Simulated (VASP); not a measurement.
A run of VASP 6.6.1:

INCAR

```
PREC = Accurate ; ENCUT = 600
EDIFF = 1E-6 ; ISMEAR = 0
SIGMA = 0.1 ; LREAL = F
LASPH = T ; NELM = 100
ALGO = Normal ; ISIF = 3
LWAVE = F ; LCHARG = F
GGA = PE ; IBRION = 2
NSW = 90 ; EDIFFG = -0.04
```

KPOINTS

```
Automatic mesh
0
Gamma
  6 6 2
```

Contents of POSCAR:

```
GaSnP
1.0
    3.3185984600      0.0000000000      0.0000000000
   -1.6592992300      2.8739905700      0.0000000000
    0.0000000000      0.0000000000      8.5837239900
Ga Sn P
1 1 1
Direct
    0.0000000000      0.0000000000      0.1417770200
    0.0000000000      0.0000000000      0.4465739500
    0.0000000000      0.0000000000      0.8993445000
```

Potentials or basis: VASP PAW PBE potentials, release 64 (Ga_d, Sn_d, P).

Run with:

```console
$ cat potpaw_PBE.64/Ga_d/POTCAR potpaw_PBE.64/Sn_d/POTCAR potpaw_PBE.64/P/POTCAR > POTCAR
$ mpirun -np 1 vasp_std > vasp.out
```

Hardware: 1 thread of Intel(R) Xeon(R) 6975P-C (Granite Rapids), with other jobs on the host.

**Question.** Estimate the wall time of this run.

**Answer.** Wall time 7.5 min on 1 thread of Intel(R) Xeon(R) 6975P-C (Granite Rapids), on a shared host, peak memory 0.26 GiB. Counts: scf iterations 278, k points 14, ion steps 38.
